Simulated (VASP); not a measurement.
# Fe (Fmmm) in VASP: a series of runs, part 2 of 2

VASP 6.6.1.

## (3) Single point, PBEsol, collinear spin, ferromagnetic start (11.89 Å³/atom)

This run uses another cell than the first one, of 11.89 Å³/atom.

File INCAR:

```
ALGO = Normal
EDIFF = 1E-6
ENCUT = 520
GGA = PS
ISIF = 2
ISMEAR = -1
ISPIN = 2
LASPH = True
LCHARG = False
LMAXMIX = 4
LORBIT = 11
LREAL = False
LWAVE = False
MAGMOM = 3
NBANDS = 14
NELM = 150
PREC = Accurate
SIGMA = 0.05
```

File KPOINTS:

```
k-points
0
Gamma
  13 13 13
```

File POSCAR:

```
Fe
1.0
    0.0000000000      1.9672918273      1.9909647747
    1.5181582831      0.0000000000      1.9909647747
    1.5181582831      1.9672918273      0.0000000000
Fe
1
Direct
    0.0000000000      0.0000000000      0.0000000000
```

Potentials or basis: VASP PAW PBE potentials, release 64 (Fe).

Started as:

```bash
> cat potpaw_PBE.64/Fe/POTCAR > POTCAR
> mpirun -np 1 vasp_std > vasp.out
```

OUTCAR:

```text
EDIFF = 1E-6
   ENCUT = 520
   GGA = PS
   ISIF = 2
   ISMEAR = -1
   ISPIN = 2
   LASPH = True
   LORBIT = 11
   LREAL = False
   NELM = 150
   PREC = Accurate

 ion  position               nearest neighbor table
   1  0.000  0.000  0.000-

  LATTYP: Found a face centered orthorhombic cell.
 ALAT       =     3.0363165662
 B/A-ratio  =     1.2958410524
 C/A-ratio  =     1.3114342535

  Lattice vectors:

 A1 = (   0.0000000000,   1.9672918273,   1.9909647747)
 A2 = (   1.5181582831,   0.0000000000,   1.9909647747)
 A3 = (   1.5181582831,   1.9672918273,   0.0000000000)

Analysis of symmetry for initial positions (statically):
=====================================================================
 Subroutine PRICEL returns:
 Original cell was already a primitive cell.

 Routine SETGRP: Setting up the symmetry group for a
 face centered orthorhombic supercell.

 Subroutine GETGRP returns: Found  8 space group operations
 (whereof  8 operations were pure point group operations)
 out of a pool of  8 trial point group operations.

The static configuration has the point symmetry D_2h.

Analysis of symmetry for dynamics (positions and initial velocities):
=====================================================================
 Subroutine PRICEL returns:
 Original cell was already a primitive cell.

 Routine SETGRP: Setting up the symmetry group for a
 face centered orthorhombic supercell.

 Subroutine GETGRP returns: Found  8 space group operations
 (whereof  8 operations were pure point group operations)
 out of a pool of  8 trial point group operations.

The dynamic configuration has the point symmetry D_2h.

Analysis of structural, dynamic, and magnetic symmetry:
=====================================================================
 Subroutine PRICEL returns:
 Original cell was already a primitive cell.

 Routine SETGRP: Setting up the symmetry group for a
 face centered orthorhombic supercell.

 Subroutine GETGRP returns: Found  8 space group operations
 (whereof  8 operations were pure point group operations)
 out of a pool of  8 trial point group operations.

The overall configuration has the point symmetry D_2h.

 Subroutine INISYM returns: Found  8 space group operations
 (whereof  8 operations are pure point group operations),
 and found     1 'primitive' translations

----------------------------------------------------------------------------------------

                                     Primitive cell

  volume of cell :      11.8927

  direct lattice vectors                    reciprocal lattice vectors
     0.000000000  1.967291827  1.990964775    -0.329346423  0.254156497  0.251134529
     1.518158283  0.000000000  1.990964775     0.329346423 -0.254156497  0.251134529
     1.518158283  1.967291827  0.000000000     0.329346423  0.254156497 -0.251134529

  length of vectors
     2.798960140  2.503746254  2.484963120     0.485935328  0.485935328  0.485935328

  position of ions in fractional coordinates (direct lattice)
     0.000000000  0.000000000  0.000000000

  ion indices of the primitive-cell ions
   primitive index   ion index
                 1           1

----------------------------------------------------------------------------------------

 KPOINTS: k-points

Automatic generation of k-mesh.
 Grid dimensions read from file:
[... 74 lines left out ...]
   TEBEG  =    0.0;   TEEND  =   0.0 temperature during run
   PSTRESS=    0.0 pullay stress
   NELECT =       8.0000    total number of electrons
   NUPDOWN=      -1.0000    fix difference up-down
   EMIN   =  10.00;   EMAX   =-10.00  energy-range for DOS
   EFERMI =   0.00;   METHOD = LEGACY
   ISMEAR =    -1;   SIGMA  =   0.05  broadening in eV -4-tet -1-fermi 0-gaus
   EFERMI_NEDOS =   21; number of points for ismear=-14 and -15
   IALGO  =     38    algorithm
   IMIX   =      4    mixing-type and parameters
     AMIX     =   0.40;   BMIX     =  1.00
     AMIX_MAG =   1.60;   BMIX_MAG =  1.00
  volume/ion in A,a.u.               =      11.89        80.26
  Fermi-wavevector in a.u.,A,eV,Ry     =   1.434427  2.710673 27.995074  2.057580
  Thomas-Fermi vector in A             =   2.553836
   LORBIT       =     11    0 simple, 1 ext, 2 COOP (PROOUT), +10 PAW based schemes
   GGA     = PS    functional components
   LHFCALC =     F    Hartree Fock is set to
   AEXX    =    0.0000 exact exchange contribution
   IVDW    =     0    specifies the selected vdW correction
   LEPSILON=     F    determine dielectric tensor
   LRPA    =     F    only Hartree local field effects (RPA)
 spin polarized calculation
  energy-cutoff  :      520.00
  volume of cell :       11.89
 maximum number of plane-waves:       337
 NGX is ok and might be reduce to    24
   NGX = 11   NGY =  9   NGZ =  9

 number of electron       7.9999997 magnetization       2.3018181

 Free energy of the ion-electron system (eV)
  ---------------------------------------------------
  ext. energy  EPLUGINS =         0.00000000
  ---------------------------------------------------
  free energy    TOTEN  =        -8.84422125 eV

  energy without entropy =       -8.83468816  energy(sigma->0) =       -8.83945471

 E-fermi :   5.2211     XC(G=0): -13.0158

 val. band max:        5.2153792475   @ k =  -0.3077   0.2308   0.1538
 cond. band min:       5.2228276524   @ k =  -0.1538   0.4615   0.3846
 fundamental gap:      0.0074484049
 Fermi energy:         5.2211417120

 spin component 1

 k-point     1 :       0.0000    0.0000    0.0000
  band No.  band energies     occupation
      1      -3.0457      1.00000
      2       2.8286      1.00000
      3       2.9151      1.00000
      4       3.2210      1.00000
      5       3.9278      1.00000
      6       4.3017      1.00000
      7      28.6385      0.00000
      8      30.0631      0.00000
      9      30.3061      0.00000
     10      34.0232      0.00000
     11      35.0376      0.00000
     12      35.1095      0.00000
     13      35.6676      0.00000
     14      35.7480      0.00000
[... 379 lines left out ...]
      3       2.9135      1.00000
      4       3.9336      1.00000
      5       4.6275      0.99999
      6       6.3799      0.00000
      7      14.5605      0.00000
      8      20.3084      0.00000
      9      24.8108      0.00000
     10      30.4872      0.00000
     11      33.5874      0.00000
     12      36.8825      0.00000
     13      43.1993      0.00000
     14      44.7006      0.00000

 [... further k-points ...]

 spin component 2

 k-point     1 :       0.0000    0.0000    0.0000
  band No.  band energies     occupation
      1      -2.7872      1.00000
      2       4.8026      0.99977
      3       4.9402      0.99638
      4       5.4016      0.02635
      5       6.5291      0.00000
      6       7.1060      0.00000
      7      28.5045      0.00000
      8      29.9867      0.00000
      9      30.2623      0.00000
     10      34.4381      0.00000
     11      35.2411      0.00000
     12      36.0376      0.00000
     13      36.4179      0.00000
     14      36.4949      0.00000
[... 379 lines left out ...]
      3       4.3295      1.00000
      4       6.4212      0.00000
      5       7.2794      0.00000
      6       8.2808      0.00000
      7      15.6108      0.00000
      8      20.9458      0.00000
      9      25.3735      0.00000
     10      30.7853      0.00000
     11      34.0685      0.00000
     12      37.4575      0.00000
     13      43.4523      0.00000
     14      45.3444      0.00000

 [... further k-points ...]

------------------------ aborting loop because EDIFF is reached ----------------------------------------

  FORCE on cell =-STRESS in cart. coord.  units (eV):
  Direction    XX          YY          ZZ          XY          YZ          ZX
  --------------------------------------------------------------------------------------
  -------------------------------------------------------------------------------------
  Total       -1.4293246     -0.9285522     -1.0433644      0.0000000      0.0000000      0.0000000
  in kB     -192.5582151   -125.0942929   -140.5617526      0.0000000      0.0000000      0.0000000
  external PRESSURE =    -152.7380869 kB  Pullay stress =       0.0000000 kB

 VOLUME and BASIS-vectors are now :
 -----------------------------------------------------------------------------
  energy-cutoff  :      520.00
  volume of cell :       11.89
      direct lattice vectors                 reciprocal lattice vectors
     0.000000000  1.967291827  1.990964775    -0.329346423  0.254156497  0.251134529
     1.518158283  0.000000000  1.990964775     0.329346423 -0.254156497  0.251134529
     1.518158283  1.967291827  0.000000000     0.329346423  0.254156497 -0.251134529

 POSITION                                       TOTAL-FORCE (eV/Angst)
 -----------------------------------------------------------------------------------
      0.00000      0.00000      0.00000         0.000000      0.000000      0.000000
 -----------------------------------------------------------------------------------
    total drift:                                0.000000     -0.000000      0.000000

  FREE ENERGIE OF THE ION-ELECTRON SYSTEM (eV)
  ---------------------------------------------------
  free  energy   TOTEN  =        -8.8442212526 eV

  energy  without entropy=       -8.8346881639  energy(sigma->0) =       -8.83945471

 total charge

# of ion       s       p       d       tot
------------------------------------------
    1        0.471   0.503   6.207   7.182

 magnetization (x)

# of ion       s       p       d       tot
------------------------------------------
    1       -0.015  -0.049   2.360   2.297
```

OSZICAR:

```text
N       E                     dE             d eps       ncg     rms          rms(c)
DAV:   1     0.210287912641E+02    0.21029E+02   -0.37997E+03 20862   0.689E+02
DAV:   2    -0.903541547910E+01   -0.30064E+02   -0.27540E+02 21008   0.127E+02
DAV:   3    -0.994525759588E+01   -0.90984E+00   -0.90338E+00 23178   0.231E+01
DAV:   4    -0.994833375160E+01   -0.30762E-02   -0.30759E-02 22328   0.121E+00
DAV:   5    -0.994834888093E+01   -0.15129E-04   -0.15129E-04 23372   0.875E-02    0.116E+01
DAV:   6    -0.896098088015E+01    0.98737E+00   -0.12134E+01 24062   0.397E+01    0.622E+00
DAV:   7    -0.885810679274E+01    0.10287E+00   -0.91933E-01 23678   0.104E+01    0.340E+00
DAV:   8    -0.885153188695E+01    0.65749E-02   -0.73183E-03 22694   0.486E-01    0.134E+00
DAV:   9    -0.884428324151E+01    0.72486E-02   -0.80974E-03 26312   0.460E-01    0.371E-01
DAV:  10    -0.884414398712E+01    0.13925E-03   -0.47844E-04 23780   0.275E-01    0.115E-01
DAV:  11    -0.884422232788E+01   -0.78341E-04   -0.29997E-04 23938   0.134E-01    0.361E-02
DAV:  12    -0.884422046862E+01    0.18593E-05   -0.56719E-06 21704   0.254E-02    0.124E-02
DAV:  13    -0.884422125261E+01   -0.78399E-06   -0.13209E-06 15482   0.755E-03
   1 F= -.88442213E+01 E0= -.88394547E+01  d E =-.953309E-02  mag=     2.3005
```

stdout:

```text
POSCAR found type information on POSCAR Fe
 POSCAR found :  1 types and       1 ions
 scaLAPACK will be used
 -----------------------------------------------------------------------------
|                                                                             |
|                                                                             |
|     You enforced a specific xc type in the INCAR file but a different       |
|     I HOPE YOU KNOW WHAT YOU ARE DOING!                                     |
|                                                                             |
 -----------------------------------------------------------------------------

 LDA part: xc-table for (Slater+PW92), standard interpolation
 POSCAR, INCAR and KPOINTS ok, starting setup
 FFT: planning ... GRIDC
 FFT: planning ... GRID_SOFT
 FFT: planning ... GRID
 WAVECAR not read
 entering main loop
```

Run time: 73 s. Hardware: 1 thread of Intel Xeon Platinum 8259CL at 2.50GHz (Skylake/Cascade Lake), shared host; peak memory 0.2 GiB.

Results:

| Item | Value |
| --- | --- |
| Free energy | -8.8442 eV |
| Pressure | -15.3 GPa |
| Net moment | 2.30 μB per cell |
| Site moments | Fe +2.30 μB |
| Valence electrons inside the program's atomic spheres | Fe 7.18 |

Stress tensor (GPa, compression positive):
```
-19.26   0.00   0.00
  0.00 -12.51   0.00
  0.00   0.00 -14.06
```

Caveat: the cell stands under tension; the PAW data sets were made with another functional, which shifts forces and pressure a little.

## (4) Relaxation of cell and atoms, PBEsol, collinear spin, ferromagnetic start, target pressure 30 GPa, at which the enthalpy is minimised

File INCAR:

```
ALGO = Normal ; EDIFF = 1E-7
EDIFFG = -0.01 ; ENCUT = 600
GGA = PS ; IBRION = 2
ISIF = 3 ; ISMEAR = -1
ISPIN = 2 ; LASPH = T
LCHARG = F ; LMAXMIX = 4
LORBIT = 11 ; LREAL = F
LWAVE = F ; MAGMOM = 3
NELM = 150 ; NSW = 60
PREC = Accurate ; PSTRESS = 300.0
SIGMA = 0.05
```

KPOINTS is that of step 3.

File POSCAR:

```
Fe
1.0
    0.0000000000      1.9417396906      1.9651051623
    1.4984397099      0.0000000000      1.9651051623
    1.4984397099      1.9417396906      0.0000000000
Fe
1
Direct
    0.0000000000      0.0000000000      0.0000000000
```

Started as:

```bash
> cat potpaw_PBE.64/Fe/POTCAR > POTCAR
> mpirun -np 1 vasp_std > vasp.out
```

It took 8.1 min on 1 thread of Intel Xeon Platinum 8488C (Sapphire Rapids), shared host; peak memory 0.24 GiB.

The run converged. Its results:

```
Free energy                                                : -8.8354 eV
Relaxed volume                                             : 9.76 Å³/atom
Relaxed cell                                               : a = 2.692 Å, b = 2.332 Å, c = 2.331 Å, α = 70.51°, β = 54.75°, γ = 54.74°
Space group after relaxing (to 0.1 Å)                      : Im-3m (No. 229)
Energy change on relaxing (the run minimises the enthalpy) : +45.0 meV/atom
Ionic steps                                                : 12
Pressure after relaxing                                    : 30.0 GPa
Band gap on the k mesh                                     : zero (filled and empty bands overlap)
Net moment                                                 : 1.96 μB per cell
Site moments                                               : Fe +1.93 μB
Valence electrons inside the program's atomic spheres      : Fe 7.64
```

Stress tensor (GPa, compression positive):
```
29.94  0.00  0.00
 0.00 30.04  0.00
 0.00  0.00 29.99
```

Step by step:
```csv
step,energy change (eV),largest force (eV/Å),pressure (GPa),volume (Å³)
1,0.0000,0.0000,-10.17,11.44
2,1.5816,0.0000,205.55,7.31
3,0.0403,0.0000,24.97,9.89
4,0.0593,0.0000,29.07,9.77
5,0.0665,0.0000,30.50,9.73
6,0.0580,0.0000,31.41,9.71
7,0.0584,0.0000,32.41,9.69
8,0.0590,0.0000,32.53,9.69
9,0.0187,0.0000,24.42,9.91
10,0.0421,0.0000,29.38,9.77
11,0.0458,0.0000,30.14,9.75
12,0.0450,0.0000,29.99,9.76
```

Final structure:
```
Fe
1.0
     0.00000    1.90306    1.90332
     1.34668    0.00000    1.90332
     1.34668    1.90306    0.00000
Fe
1
Cartesian
  0.0000 0.0000 0.0000
```

Levels at points of the mesh, in eV from the Fermi level:
Spin up:
```tsv
k point	band 3	band 4	band 5	band 6	band 7	band 8
(0.00, 0.00, 0.00)	-2.78	-2.77	-1.16	-1.16	26.26	26.27
```
Spin down:
| k point | band 1 | band 2 | band 3 | band 4 | band 5 | band 6 | band 7 | band 8 |
| --- | --- | --- | --- | --- | --- | --- | --- | --- |
| (0.00, 0.00, 0.00) | -9.31 | -1.09 | -1.08 | -1.08 | 1.27 | 1.28 | 26.23 | 26.25 |

Caveat: the cell is relaxed towards a set pressure, so the run minimises the enthalpy, not the energy; the PAW data sets were made with another functional, which shifts forces and pressure a little.

## (5) The runs side by side

```csv
task,level,cell,cutoff (eV),gap on the mesh (eV),pressure (GPa),moment (μB)
relaxation of cell and atoms,RPBE,"relaxed from a = 2.763, b = 2.471, c = 2.453 Å, angles 68.3, 56.2, 55.6°, 1 atom",600,none,0.1,2.25
single point,PBEsol,"a = 2.799, b = 2.504, c = 2.485 Å, angles 68.3, 56.2, 55.6°, 1 atom",520,none,-15.3,2.30
relaxation of cell and atoms,PBEsol,"relaxed to 30 GPa from a = 2.763, b = 2.471, c = 2.453 Å, angles 68.3, 56.2, 55.6°, 1 atom",600,none,30.0,1.96
```

Alike in all rows: potentials or basis VASP PAW PBE potentials, release 64 (Fe); spin collinear, ferromagnetic start; k mesh 13 × 13 × 13; smearing fermi-dirac 0.05 eV.

Caveats: the PAW data sets were made with another functional, which shifts forces and pressure a little; the cell stands under tension (at least some runs); the cell is relaxed towards a set pressure, so the run minimises the enthalpy, not the energy (at least some runs).

Absolute energies hang on the potentials; compare differences alone.
